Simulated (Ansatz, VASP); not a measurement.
## One calculation of Sc, two programs

```xyz
3
Lattice="3.3200 0.0000 0.0000 -1.6600 2.8752 0.0000 0.0000 0.0000 21.1663" Properties=species:S:1:pos:R:3 pbc="T T T"
Sc    0.0000    0.0000    8.0000
Sc    0.0000    1.9168   10.5831
Sc    0.0000    0.0000   13.1663
```

Alike in both runs: task single point; functional PBE; k mesh 13 × 13 × 1; occupations fermi-dirac, width 0.05 eV; no spin polarisation.

|  | VASP | Ansatz |
| --- | --- | --- |
| version | VASP 6.6.1 | Ansatz 0.2.0 |
| potentials or method | VASP PAW PBE potentials, release 64 (Sc_sv), cutoff 520 eV | all-electron LAPW, scalar-relativistic |

VASP gave:

| Property | Result |
| --- | --- |
| rms of the force components (eV/Å) | 0.074 |

Question: Estimate Ansatz's values.

Answer: rms of the force components (eV/Å): 0.077.

Atom by atom the forces differ by 0.003 eV/Å (rms over components). Ansatz ran all-electron here, and VASP with PAW potentials.
